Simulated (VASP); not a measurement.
# Si2Mo (I4/mmm) in VASP: further runs, part 2 of 2

VASP 6.6.1.

## 3. Single point, PBE

This run uses another cell than the first one, of 12.88 Å³/atom, 1.021 times its volume.

INCAR reads:

```
PREC = Accurate
ENCUT = 520
EDIFF = 1E-7
ISMEAR = -1
SIGMA = 0.05
LREAL = F
LASPH = T
NELM = 100
ALGO = Normal
ISIF = 2
LWAVE = F
LCHARG = T
GGA = PE
LELF = T
LVHAR = T
NBANDS = 18
```

KPOINTS reads:

```
regular mesh
0
Gamma
  13 13 13
```

POSCAR reads:

```
Si2Mo
1.0
   -1.5783757276      1.5783757276      3.8773786233
    1.5783757276     -1.5783757276      3.8773786233
    1.5783757276      1.5783757276     -3.8773786233
Si Mo
2 1
Direct
    0.3330000000      0.3330000000      0.0000000000
    0.6670000000      0.6670000000      0.0000000000
    0.0000000000      0.0000000000      0.0000000000
```

Potentials or basis: VASP PAW PBE potentials, release 64 (Si, Mo_sv).

Run with:

```console
$ cat potpaw_PBE.64/Si/POTCAR potpaw_PBE.64/Mo_sv/POTCAR > POTCAR
$ mpirun -np 1 vasp_std > vasp.out
```

OUTCAR:

```text
PREC = Accurate
   ENCUT = 520
   EDIFF = 1E-7
   ISMEAR = -1
   LREAL = F
   LASPH = T
   NELM = 100
   ISIF = 2
   GGA = PE

 ion  position               nearest neighbor table
   1  0.333  0.333  0.000-   2 2.58   2 2.58   2 2.58   2 2.58   3 2.58   3 2.58   3 2.58   3 2.58
                             3 2.58   2 2.59
   2  0.667  0.667  0.000-   1 2.58   1 2.58   1 2.58   1 2.58   3 2.58   3 2.58   3 2.58   3 2.58
                             3 2.58   1 2.59
   3  0.000  0.000  0.000-   2 2.58   2 2.58   2 2.58   1 2.58   2 2.58   1 2.58   1 2.58   1 2.58
                             1 2.58   2 2.58

  LATTYP: Found a body centered tetragonal cell.
 ALAT       =     3.1567514552
 C/A-ratio  =     2.4565625000

  Lattice vectors:

 A1 = (  -1.5783757276,   1.5783757276,   3.8773786233)
 A2 = (   1.5783757276,  -1.5783757276,   3.8773786233)
 A3 = (   1.5783757276,   1.5783757276,  -3.8773786233)

Analysis of symmetry for initial positions (statically):
=====================================================================
 Subroutine PRICEL returns:
 Original cell was already a primitive cell.

 Routine SETGRP: Setting up the symmetry group for a
 body centered tetragonal supercell.

 Subroutine GETGRP returns: Found 16 space group operations
 (whereof 16 operations were pure point group operations)
 out of a pool of 16 trial point group operations.

The static configuration has the point symmetry D_4h.

Analysis of symmetry for dynamics (positions and initial velocities):
=====================================================================
 Subroutine PRICEL returns:
 Original cell was already a primitive cell.

 Routine SETGRP: Setting up the symmetry group for a
 body centered tetragonal supercell.

 Subroutine GETGRP returns: Found 16 space group operations
 (whereof 16 operations were pure point group operations)
 out of a pool of 16 trial point group operations.

The dynamic configuration has the point symmetry D_4h.

 Subroutine INISYM returns: Found 16 space group operations
 (whereof 16 operations are pure point group operations),
 and found     1 'primitive' translations

----------------------------------------------------------------------------------------

                                     Primitive cell

  volume of cell :      38.6384

  direct lattice vectors                    reciprocal lattice vectors
    -1.578375728  1.578375728  3.877378623     0.000000000  0.316781354  0.128953102
     1.578375728 -1.578375728  3.877378623     0.316781354  0.000000000  0.128953102
     1.578375728  1.578375728 -3.877378623     0.316781354  0.316781354  0.000000000

  length of vectors
     4.473992050  4.473992050  4.473992050     0.342022410  0.342022410  0.447996487

  position of ions in fractional coordinates (direct lattice)
     0.333000000  0.333000000  0.000000000
     0.667000000  0.667000000  0.000000000
     0.000000000  0.000000000  0.000000000

  ion indices of the primitive-cell ions
   primitive index   ion index
                 1           1
                 2           2
                 3           3

----------------------------------------------------------------------------------------

 KPOINTS: regular mesh

Automatic generation of k-mesh.
 Grid dimensions read from file:
 generate k-points for:   13   13   13

 Generating k-lattice:

  Cartesian coordinates                     Fractional coordinates (reciprocal lattice)
     0.000000000  0.024367796  0.009919469     0.076923077  0.000000000  0.000000000
     0.024367796  0.000000000  0.009919469     0.000000000  0.076923077  0.000000000
     0.024367796  0.024367796  0.000000000     0.000000000  0.000000000  0.076923077

  Length of vectors
     0.026309416  0.026309416  0.034461268

  Shift w.r.t. Gamma in fractional coordinates (k-lattice)
     0.000000000  0.000000000  0.000000000

 Subroutine IBZKPT returns following result:
 ===========================================

 Found    196 irreducible k-points:

 Following reciprocal coordinates:
            Coordinates               Weight
  0.000000  0.000000  0.000000      1.000000
  0.076923  0.000000 -0.000000      8.000000
  0.153846  0.000000 -0.000000      8.000000
  0.230769  0.000000 -0.000000      8.000000
  0.307692  0.000000 -0.000000      8.000000
  0.384615  0.000000  0.000000      8.000000
[... 16 lines left out ...]
  0.384615  0.153846  0.000000     16.000000
  0.461538  0.153846  0.000000     16.000000
 [... further k-points ...]
   k-points           NKPTS =    196   k-points in BZ     NKDIM =    196   number of bands    NBANDS=     18
   number of dos      NEDOS =    301   number of ions     NIONS =      3
   total plane-waves  NPLWV =  46656
   dimension x,y,z NGX =    36 NGY =   36 NGZ =   36
   dimension x,y,z NGXF=    72 NGYF=   72 NGZF=   72
   ions per type =               2   1
   NGX,Y,Z   is equivalent  to a cutoff of  13.38, 13.38, 13.38 a.u.
   NGXF,Y,Z  is equivalent  to a cutoff of  26.75, 26.75, 26.75 a.u.
 SYSTEM =  unknown system
   PREC   = accura    normal or accurate (medium, high low for compatibility)
   ISTART =      0    job   : 0-new  1-cont  2-samecut
   ICHARG =      2    charge: 1-file 2-atom 10-const
   ISPIN  =      1    spin polarized calculation?
   LNONCOLLINEAR =      F non collinear calculations
   LSORBIT =      F    spin-orbit coupling
   LASPH  =      T    aspherical Exc in radial PAW
   ENCUT  =  520.0 eV  38.22 Ry    6.18 a.u.   8.32  8.32  8.32*2*pi/ulx,y,z
   NELM   =    100;   NELMIN=  2; NELMDL= -5     # of ELM steps
   EDIFF  = 0.1E-06   stopping-criterion for ELM
   LREAL  =      F    real-space projection
   EDIFFG = 0.1E-05   stopping-criterion for IOM
   NSW    =      0    number of steps for IOM
   IBRION =     -1    ionic relax: 0-MD 1-quasi-New 2-CG
   NFREE  =      0    steps in history (QN), initial steepest desc. (CG)
   ISIF   =      2    stress and relaxation
   ISYM   =      2    0-nonsym 1-usesym 2-fastsym
   POTIM  = 0.5000    time-step for ionic-motion
   TEBEG  =    0.0;   TEEND  =   0.0 temperature during run
   PSTRESS=    0.0 pullay stress
   NELECT =      22.0000    total number of electrons
   NUPDOWN=      -1.0000    fix difference up-down
   EMIN   =  10.00;   EMAX   =-10.00  energy-range for DOS
   EFERMI =   0.00;   METHOD = LEGACY
   ISMEAR =    -1;   SIGMA  =   0.05  broadening in eV -4-tet -1-fermi 0-gaus
   EFERMI_NEDOS =   21; number of points for ismear=-14 and -15
   IALGO  =     38    algorithm
   IMIX   =      4    mixing-type and parameters
     AMIX     =   0.40;   BMIX     =  1.00
     AMIX_MAG =   1.60;   BMIX_MAG =  1.00
  volume/ion in A,a.u.               =      12.88        86.91
  Fermi-wavevector in a.u.,A,eV,Ry     =   1.356884  2.564139 25.050152  1.841134
  Thomas-Fermi vector in A             =   2.483849
   LORBIT       =      0    0 simple, 1 ext, 2 COOP (PROOUT), +10 PAW based schemes
   GGA     = PE    functional components
   LHFCALC =     F    Hartree Fock is set to
   AEXX    =    0.0000 exact exchange contribution
   IVDW    =     0    specifies the selected vdW correction
   LEPSILON=     F    determine dielectric tensor
   LRPA    =     F    only Hartree local field effects (RPA)
 non-spin polarized calculation
  energy-cutoff  :      520.00
  volume of cell :       38.64
 maximum number of plane-waves:      1054
 NGX is ok and might be reduce to    36
   NGX = 17   NGY = 17   NGZ = 17

 number of electron      22.0000000 magnetization

 Free energy of the ion-electron system (eV)
  ---------------------------------------------------
  ext. energy  EPLUGINS =         0.00000000
  ---------------------------------------------------
  free energy    TOTEN  =       -23.18182884 eV

  energy without entropy =      -23.17984908  energy(sigma->0) =      -23.18083896

 E-fermi :  12.9058     XC(G=0): -12.6229

 val. band max:       12.7620838448   @ k =  -0.3846   0.4615   0.3846
 cond. band min:      12.9400533548   @ k =  -0.4615   0.4615   0.3077
 fundamental gap:      0.1779695100
 Fermi energy:        12.9057790590

 k-point     1 :       0.0000    0.0000    0.0000
  band No.  band energies     occupation
      1     -47.7916      2.00000
      2     -21.9851      2.00000
      3     -21.8638      2.00000
      4     -21.8638      2.00000
      5      -0.8886      2.00000
      6       6.2909      2.00000
[... 10 lines left out ...]
     17      18.1637      0.00000
     18      18.1637      0.00000
[... 463 lines left out ...]
 k-point    24 :       0.4615    0.1538    0.0000
  band No.  band energies     occupation
      1     -47.7647      2.00000
      2     -22.1482      2.00000
      3     -21.9558      2.00000
      4     -21.8974      2.00000
      5       3.0942      2.00000
      6       3.6206      2.00000
[... 10 lines left out ...]
     17      20.6383      0.00000
     18      22.0764      0.00000

 [... further k-points ...]
[... 5 lines left out ...]
  --------------------------------------------------------------------------------------
  -------------------------------------------------------------------------------------
  Total        2.9294330      2.9294330      2.9354934      0.0000000      0.0000000      0.0000000
  in kB      121.4717127    121.4717127    121.7230168      0.0000000      0.0000000      0.0000000
  external PRESSURE =     121.5554808 kB  Pullay stress =       0.0000000 kB

 VOLUME and BASIS-vectors are now :
 -----------------------------------------------------------------------------
  energy-cutoff  :      520.00
  volume of cell :       38.64
      direct lattice vectors                 reciprocal lattice vectors
    -1.578375728  1.578375728  3.877378623     0.000000000  0.316781354  0.128953102
     1.578375728 -1.578375728  3.877378623     0.316781354  0.000000000  0.128953102
     1.578375728  1.578375728 -3.877378623     0.316781354  0.316781354  0.000000000

 POSITION                                       TOTAL-FORCE (eV/Angst)
 -----------------------------------------------------------------------------------
      0.00000      0.00000      2.58233        -0.000000     -0.000000      0.210035
      0.00000      0.00000      5.17242        -0.000000     -0.000000     -0.210035
      0.00000      0.00000      0.00000         0.000000      0.000000      0.000000
 -----------------------------------------------------------------------------------
    total drift:                                0.000000      0.000000     -0.000000

  FREE ENERGIE OF THE ION-ELECTRON SYSTEM (eV)
  ---------------------------------------------------
  free  energy   TOTEN  =       -23.1818288444 eV

  energy  without entropy=      -23.1798490804  energy(sigma->0) =      -23.18083896
```

OSZICAR:

```text
N       E                     dE             d eps       ncg     rms          rms(c)
DAV:   1     0.122994377571E+03    0.12299E+03   -0.11394E+04  7056   0.117E+03
DAV:   2    -0.209165934243E+02   -0.14391E+03   -0.14086E+03  8476   0.302E+02
DAV:   3    -0.240404727630E+02   -0.31239E+01   -0.30956E+01  8722   0.396E+01
DAV:   4    -0.240577175376E+02   -0.17245E-01   -0.17233E-01  8324   0.322E+00
DAV:   5    -0.240578275369E+02   -0.11000E-03   -0.11000E-03  8230   0.272E-01    0.235E+01
DAV:   6    -0.233223205554E+02    0.73551E+00   -0.52457E+00  7462   0.153E+01    0.542E+00
DAV:   7    -0.232153947249E+02    0.10693E+00   -0.73812E-01  7374   0.524E+00    0.490E+00
DAV:   8    -0.231825099161E+02    0.32885E-01   -0.91108E-02  7638   0.229E+00    0.443E-01
DAV:   9    -0.231818886398E+02    0.62128E-03   -0.16668E-03  8356   0.341E-01    0.241E-01
DAV:  10    -0.231818405826E+02    0.48057E-04   -0.43536E-04  7906   0.177E-01    0.530E-02
DAV:  11    -0.231818312808E+02    0.93018E-05   -0.12852E-04  7758   0.850E-02    0.340E-02
DAV:  12    -0.231818299160E+02    0.13648E-05   -0.21941E-05  7506   0.330E-02    0.110E-02
DAV:  13    -0.231818289698E+02    0.94622E-06   -0.21435E-06  7566   0.119E-02    0.265E-03
DAV:  14    -0.231818288624E+02    0.10740E-06   -0.31405E-08  4086   0.136E-03    0.482E-04
DAV:  15    -0.231818288444E+02    0.17942E-07   -0.45119E-09  3814   0.587E-04
   1 F= -.23181829E+02 E0= -.23180839E+02  d E =-.197976E-02
```

It took 2.2 min on 1 thread of AMD EPYC 9R45 (Zen 5), shared host; peak memory 0.26 GiB.

Results:

```
Free energy            : -23.1818 eV
Pressure               : 12.2 GPa
Largest force          : 0.210 eV/Å
Band gap on the k mesh : zero (band 11 reaches 13.42 eV, above the bottom of band 12 at 12.43 eV)
```

Forces in eV/Å, atoms in the order of the input:
```
Si   0.000  0.000  0.210
Si   0.000  0.000 -0.210
Mo   0.000  0.000  0.000
```

## 4. Single point, PBE

This run uses another cell than the first one, of 13.15 Å³/atom, 1.043 times its volume.

INCAR reads:

```
PREC = Accurate
ENCUT = 520
EDIFF = 1E-7
ISMEAR = -1
SIGMA = 0.05
LREAL = False
LASPH = True
NELM = 100
ALGO = Normal
ISIF = 2
LWAVE = False
LCHARG = False
GGA = PE
NBANDS = 18
```

KPOINTS is that of step 3.

POSCAR reads:

```
Si2Mo
1.0
   -1.5892614214      1.5892614214      3.9041200105
    1.5892614214     -1.5892614214      3.9041200105
    1.5892614214      1.5892614214     -3.9041200105
Si Mo
2 1
Direct
    0.3330000000      0.3330000000      0.0000000000
    0.6670000000      0.6670000000      0.0000000000
    0.0000000000      0.0000000000      0.0000000000
```

Run with:

```console
$ cat potpaw_PBE.64/Si/POTCAR potpaw_PBE.64/Mo_sv/POTCAR > POTCAR
$ mpirun -np 1 vasp_std > vasp.out
```

It took 2.1 min on 1 thread of AMD EPYC 9R45 (Zen 5), shared host; peak memory 0.26 GiB.

The run converged. Its results:

| Item | Value |
| --- | --- |
| Free energy | -23.2299 eV |
| Pressure | 7.0 GPa |
| Largest force | 0.245 eV/Å |
| Band gap on the k mesh | zero (band 11 reaches 13.09 eV, above the bottom of band 12 at 12.11 eV) |

Forces on the atoms (eV/Å):
```
Si   0.000  0.000  0.245
Si   0.000  0.000 -0.245
Mo   0.000  0.000  0.000
```

Stress tensor (GPa, compression positive):
```
7.23 0.00 0.00
0.00 7.23 0.00
0.00 0.00 6.59
```

Levels at points of the mesh, in eV from the Fermi level:
| k point | band 7 | band 8 | band 9 | band 10 | band 11 | band 12 | band 13 | band 14 | band 15 | band 16 |
| --- | --- | --- | --- | --- | --- | --- | --- | --- | --- | --- |
| (0.00, 0.00, 0.00) | -3.45 | -3.13 | -2.73 | -2.73 | 0.41 | 3.02 | 3.19 | 3.68 | 3.68 | 4.15 |

## 5. Overview

| cell | gap on the mesh (eV) | pressure (GPa) | largest force (eV/Å) |
| --- | --- | --- | --- |
| a = 4.443 Å, angles 138.7, 138.7, 59.9°, 3 atoms | none | 17.9 | 0.17 |
| a = 4.474 Å, angles 138.7, 138.7, 59.9°, 3 atoms | none | 12.2 | 0.21 |
| a = 4.505 Å, angles 138.7, 138.7, 59.9°, 3 atoms | none | 7.0 | 0.24 |

Alike in all rows: task single point; level PBE; potentials or basis VASP PAW PBE potentials, release 64 (Si, Mo_sv); no spin polarisation; k mesh 13 × 13 × 13; cutoff (eV) 520; smearing fermi-dirac 0.05 eV.

Absolute energies hang on the potentials; compare differences alone.
